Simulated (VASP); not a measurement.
# BN (F-43m) in VASP: density of states with PBE

Aim: the density of states of BN with PBE.

Everything below comes from runs of VASP 6.6.1. Logs are shortened: lines on timing, memory, paths and dates and some standing lists are left out, and cuts for length are marked.

### Step 1. The cell of the first run

Symmetry: F-43m, No. 216, cubic system. Conventional cell: a = 3.626 Å, b = 3.626 Å, c = 3.626 Å, α = 90.00°, β = 90.00°, γ = 90.00°. B (site symmetry -43m) has 4 N at 1.57 Å within 2.1 Å. N (site symmetry -43m) has 4 B at 1.57 Å within 2.1 Å.

### Step 2. Density of states, PBE

File POSCAR:

```
BN
1.0
    0.0000000000      1.8130010000      1.8130010000
    1.8130010000      0.0000000000      1.8130010000
    1.8130010000      1.8130010000      0.0000000000
B N
1 1
Direct
    0.0000000000      0.0000000000      0.0000000000
    0.7500000000      0.7500000000      0.7500000000
```

File INCAR.step1:

```
SYSTEM = BN
PREC     = Accurate       ! precision mode
ENCUT    = 520            ! plane-wave cutoff, eV
EDIFF    = 1E-6           ! SCF threshold, eV
ISMEAR   = 0              ! smearing method
SIGMA    = 0.05           ! smearing width, eV
LREAL    = .False.        ! projectors in reciprocal space
LASPH    = .True.         ! aspherical terms in the spheres
NELM     = 120            ! most SCF steps
ALGO     = Normal         ! electronic algorithm
ISIF     = 2              ! what is computed and relaxed
LWAVE    = .False.        ! write WAVECAR
LCHARG   = .True.         ! write CHGCAR
GGA      = PE             ! functional
NBANDS   = 11             ! bands
GGA_COMPAT= .False.      
NEDOS    = 2001           ! points of the DOS
LORBIT   = 11             ! projections on sites
```

File KPOINTS.step1:

```
Automatic mesh
0
Gamma
  14 14 14
  0 0 0
```

File INCAR.step2:

```
SYSTEM = BN
PREC     = Accurate       ! precision mode
ENCUT    = 520            ! plane-wave cutoff, eV
EDIFF    = 1E-6           ! SCF threshold, eV
ISMEAR   = -5             ! smearing method
SIGMA    = 0.05           ! smearing width, eV
LREAL    = .False.        ! projectors in reciprocal space
LASPH    = .True.         ! aspherical terms in the spheres
NELM     = 120            ! most SCF steps
ALGO     = Normal         ! electronic algorithm
ISIF     = 2              ! what is computed and relaxed
LWAVE    = .False.        ! write WAVECAR
LCHARG   = .False.        ! write CHGCAR
GGA      = PE             ! functional
LORBIT   = 11             ! projections on sites
NBANDS   = 11             ! bands
NEDOS    = 1001           ! points of the DOS
ICHARG   = 11             ! starting density
GGA_COMPAT= .False.
```

File KPOINTS.step2:

```
Automatic mesh
0
Gamma
  21 21 21
  0 0 0
```

Potentials or basis: VASP PAW PBE potentials, release 64 (B, N).

Run with:

```
$ cat potpaw_PBE.64/B/POTCAR potpaw_PBE.64/N/POTCAR > POTCAR
$ cp INCAR.step1 INCAR
$ cp KPOINTS.step1 KPOINTS
$ mpirun -np 1 vasp_std > vasp.out
$ cp INCAR.step2 INCAR
$ cp KPOINTS.step2 KPOINTS
$ mpirun -np 1 vasp_std > vasp.out
```

OUTCAR:

```text
SYSTEM = BN
   PREC = Accurate
   ENCUT = 520
   EDIFF = 1E-6
   ISMEAR = -5
   LREAL = .False.
   LASPH = .True.
   NELM = 120
   ISIF = 2
   GGA = PE
   LORBIT = 11
   ICHARG = 11

 ion  position               nearest neighbor table
   1  0.000  0.000  0.000-   2 1.57   2 1.57   2 1.57   2 1.57
   2  0.750  0.750  0.750-   1 1.57   1 1.57   1 1.57   1 1.57

  LATTYP: Found a face centered cubic cell.
 ALAT       =     3.6260020000

  Lattice vectors:

 A1 = (   0.0000000000,   1.8130010000,   1.8130010000)
 A2 = (   1.8130010000,   0.0000000000,   1.8130010000)
 A3 = (   1.8130010000,   1.8130010000,   0.0000000000)

Analysis of symmetry for initial positions (statically):
=====================================================================
 Subroutine PRICEL returns:
 Original cell was already a primitive cell.

 Routine SETGRP: Setting up the symmetry group for a
 face centered cubic supercell.

 Subroutine GETGRP returns: Found 24 space group operations
 (whereof 24 operations were pure point group operations)
 out of a pool of 48 trial point group operations.

The static configuration has the point symmetry T_d .

Analysis of symmetry for dynamics (positions and initial velocities):
=====================================================================
 Subroutine PRICEL returns:
 Original cell was already a primitive cell.

 Routine SETGRP: Setting up the symmetry group for a
 face centered cubic supercell.

 Subroutine GETGRP returns: Found 24 space group operations
 (whereof 24 operations were pure point group operations)
 out of a pool of 48 trial point group operations.

The dynamic configuration has the point symmetry T_d .

 Subroutine INISYM returns: Found 24 space group operations
 (whereof 24 operations are pure point group operations),
 and found     1 'primitive' translations

----------------------------------------------------------------------------------------

                                     Primitive cell

  volume of cell :      11.9186

  direct lattice vectors                    reciprocal lattice vectors
     0.000000000  1.813001000  1.813001000    -0.275785838  0.275785838  0.275785838
     1.813001000  0.000000000  1.813001000     0.275785838 -0.275785838  0.275785838
     1.813001000  1.813001000  0.000000000     0.275785838  0.275785838 -0.275785838

  length of vectors
     2.563970603  2.563970603  2.563970603     0.477675083  0.477675083  0.477675083

  position of ions in fractional coordinates (direct lattice)
     0.000000000  0.000000000  0.000000000
     0.750000000  0.750000000  0.750000000

  ion indices of the primitive-cell ions
   primitive index   ion index
                 1           1
                 2           2

----------------------------------------------------------------------------------------

 KPOINTS: Automatic mesh

Automatic generation of k-mesh.
 Grid dimensions read from file:
 generate k-points for:   21   21   21

 Generating k-lattice:

  Cartesian coordinates                     Fractional coordinates (reciprocal lattice)
    -0.013132659  0.013132659  0.013132659     0.047619048  0.000000000  0.000000000
     0.013132659 -0.013132659  0.013132659     0.000000000  0.047619048  0.000000000
     0.013132659  0.013132659 -0.013132659     0.000000000  0.000000000  0.047619048

  Length of vectors
     0.022746433  0.022746433  0.022746433

  Shift w.r.t. Gamma in fractional coordinates (k-lattice)
     0.000000000  0.000000000  0.000000000

 TETIRR: Found   1276 inequivalent tetrahedra from    55566

 Subroutine IBZKPT returns following result:
 ===========================================

 Found    286 irreducible k-points:

 Following reciprocal coordinates:
            Coordinates               Weight
  0.000000  0.000000  0.000000      1.000000
  0.047619  0.000000  0.000000      8.000000
  0.095238  0.000000  0.000000      8.000000
  0.142857  0.000000  0.000000      8.000000
  0.190476  0.000000  0.000000      8.000000
  0.238095  0.000000  0.000000      8.000000
[... 16 lines left out ...]
 -0.428571  0.047619  0.000000     24.000000
 -0.380952  0.047619  0.000000     24.000000
 [... further k-points ...]
   k-points           NKPTS =    286   k-points in BZ     NKDIM =    286   number of bands    NBANDS=     11
   number of dos      NEDOS =   1001   number of ions     NIONS =      2
   total plane-waves  NPLWV =   8000
   dimension x,y,z NGX =    20 NGY =   20 NGZ =   20
   dimension x,y,z NGXF=    40 NGYF=   40 NGZF=   40
   ions per type =               1   1
   NGX,Y,Z   is equivalent  to a cutoff of  12.97, 12.97, 12.97 a.u.
   NGXF,Y,Z  is equivalent  to a cutoff of  25.94, 25.94, 25.94 a.u.
 SYSTEM =  BN
   PREC   = accura    normal or accurate (medium, high low for compatibility)
   ISTART =      0    job   : 0-new  1-cont  2-samecut
   ICHARG =     11    charge: 1-file 2-atom 10-const
   ISPIN  =      1    spin polarized calculation?
   LNONCOLLINEAR =      F non collinear calculations
   LSORBIT =      F    spin-orbit coupling
   LASPH  =      T    aspherical Exc in radial PAW
   ENCUT  =  520.0 eV  38.22 Ry    6.18 a.u.   4.77  4.77  4.77*2*pi/ulx,y,z
   NELM   =    120;   NELMIN=  2; NELMDL=  0     # of ELM steps
   EDIFF  = 0.1E-05   stopping-criterion for ELM
   LREAL  =      F    real-space projection
   EDIFFG = 0.1E-04   stopping-criterion for IOM
   NSW    =      0    number of steps for IOM
   IBRION =     -1    ionic relax: 0-MD 1-quasi-New 2-CG
   NFREE  =      0    steps in history (QN), initial steepest desc. (CG)
   ISIF   =      2    stress and relaxation
   ISYM   =      2    0-nonsym 1-usesym 2-fastsym
   POTIM  = 0.5000    time-step for ionic-motion
   TEBEG  =    0.0;   TEEND  =   0.0 temperature during run
   PSTRESS=    0.0 pullay stress
   NELECT =       8.0000    total number of electrons
   NUPDOWN=      -1.0000    fix difference up-down
   EMIN   =  10.00;   EMAX   =-10.00  energy-range for DOS
   EFERMI =   0.00;   METHOD = LEGACY
   ISMEAR =    -5;   SIGMA  =   0.05  broadening in eV -4-tet -1-fermi 0-gaus
   EFERMI_NEDOS =   21; number of points for ismear=-14 and -15
   IALGO  =     38    algorithm
   IMIX   =      4    mixing-type and parameters
     AMIX     =   0.40;   BMIX     =  1.00
     AMIX_MAG =   1.60;   BMIX_MAG =  1.00
  volume/ion in A,a.u.               =       5.96        40.22
  Fermi-wavevector in a.u.,A,eV,Ry     =   1.433387  2.708709 27.954506  2.054598
  Thomas-Fermi vector in A             =   2.552911
   LORBIT       =     11    0 simple, 1 ext, 2 COOP (PROOUT), +10 PAW based schemes
   GGA     = PE    functional components
   LHFCALC =     F    Hartree Fock is set to
   AEXX    =    0.0000 exact exchange contribution
   IVDW    =     0    specifies the selected vdW correction
   LEPSILON=     F    determine dielectric tensor
   LRPA    =     F    only Hartree local field effects (RPA)
 non-spin polarized calculation
 Fermi weights with tetrahedron method with Bloechl corrections
  energy-cutoff  :      520.00
  volume of cell :       11.92
 maximum number of plane-waves:       332

 number of electron       7.9999999 magnetization

 Free energy of the ion-electron system (eV)
  ---------------------------------------------------
  ext. energy  EPLUGINS =         0.00000000
  ---------------------------------------------------
  free energy    TOTEN  =       -17.45102389 eV

  energy without entropy =      -17.45102389  energy(sigma->0) =      -17.45102389

 E-fermi :   7.3466     XC(G=0): -12.7771

 val. band max:        7.2910665874   @ k =   0.0000   0.0000   0.0000
 cond. band min:      11.7690271700   @ k =   0.4762   0.4762   0.0000
 fundamental gap:      4.4779605826
 Fermi energy:         7.3465719422

 k-point     1 :       0.0000    0.0000    0.0000
  band No.  band energies     occupation
      1     -12.8363      2.00000
      2       7.2911      2.00000
      3       7.2911      2.00000
      4       7.2911      2.00000
      5      16.0675      0.00000
      6      16.0675      0.00000
      7      16.0675      0.00000
      8      17.4925      0.00000
      9      31.8724      0.00000
     10      34.9486      0.00000
     11      34.9538      0.00000

 k-point     2 :       0.0476    0.0000    0.0000
  band No.  band energies     occupation
      1     -12.7814      2.00000
      2       6.9771      2.00000
      3       7.2304      2.00000
      4       7.2304      2.00000
      5      16.1454      0.00000
      6      16.1600      0.00000
      7      16.1600      0.00000
      8      17.6836      0.00000
      9      31.8136      0.00000
     10      33.7051      0.00000
     11      33.7051      0.00000

 k-point     3 :       0.0952    0.0000    0.0000
  band No.  band energies     occupation
      1     -12.6173      2.00000
      2       6.1345      2.00000
      3       7.0613      2.00000
      4       7.0613      2.00000
      5      16.3059      0.00000
      6      16.4153      0.00000
      7      16.4153      0.00000
      8      18.2265      0.00000
      9      31.6314      0.00000
     10      32.4729      0.00000
     11      32.4729      0.00000
[... 267 lines left out ...]
 k-point    23 :      -0.4286    0.0476    0.0000
  band No.  band energies     occupation
      1      -8.8978      2.00000
      2      -2.8673      2.00000
      3       5.1301      2.00000
      4       5.4172      2.00000
      5      17.4374      0.00000
      6      17.9252      0.00000
      7      18.0190      0.00000
      8      22.4365      0.00000
      9      30.3359      0.00000
     10      32.9938      0.00000
     11      33.9004      0.00000

 k-point    24 :      -0.3810    0.0476    0.0000
  band No.  band energies     occupation
      1      -9.4328      2.00000
      2      -2.0232      2.00000
      3       5.1719      2.00000
      4       5.5860      2.00000
      5      17.3811      0.00000
      6      17.9446      0.00000
      7      17.9988      0.00000
      8      22.2028      0.00000
      9      30.2416      0.00000
     10      31.9202      0.00000
     11      33.6776      0.00000

 [... further k-points ...]
[... 5 lines left out ...]
  --------------------------------------------------------------------------------------
  -------------------------------------------------------------------------------------
  Total       -0.0125846     -0.0125846     -0.0125846      0.0000000      0.0000000      0.0000000
  in kB       -1.6917080     -1.6917080     -1.6917080      0.0000000      0.0000000      0.0000000
  external PRESSURE =      -1.6917080 kB  Pullay stress =       0.0000000 kB

 VOLUME and BASIS-vectors are now :
 -----------------------------------------------------------------------------
  energy-cutoff  :      520.00
  volume of cell :       11.92
      direct lattice vectors                 reciprocal lattice vectors
     0.000000000  1.813001000  1.813001000    -0.275785838  0.275785838  0.275785838
     1.813001000  0.000000000  1.813001000     0.275785838 -0.275785838  0.275785838
     1.813001000  1.813001000  0.000000000     0.275785838  0.275785838 -0.275785838

 POSITION                                       TOTAL-FORCE (eV/Angst)
 -----------------------------------------------------------------------------------
      0.00000      0.00000      0.00000        -0.000000     -0.000000     -0.000000
      2.71950      2.71950      2.71950         0.000000      0.000000      0.000000
 -----------------------------------------------------------------------------------
    total drift:                               -0.000000     -0.000000     -0.000000

  FREE ENERGIE OF THE ION-ELECTRON SYSTEM (eV)
  ---------------------------------------------------
  free  energy   TOTEN  =       -17.4510238861 eV

  energy  without entropy=      -17.4510238861  energy(sigma->0) =      -17.45102389

 total charge

# of ion       s       p       d       tot
------------------------------------------
    1        0.674   1.348   0.000   2.022
    2        1.213   2.755   0.000   3.967
--------------------------------------------------
tot          1.887   4.102   0.000   5.989
```

Run time: 83 s. Hardware: 1 thread of AMD EPYC 7R13, shared host; peak memory 0.11 GiB.

Results:

```
Valence electrons inside the program's atomic spheres : B 2.02; N 3.97
```
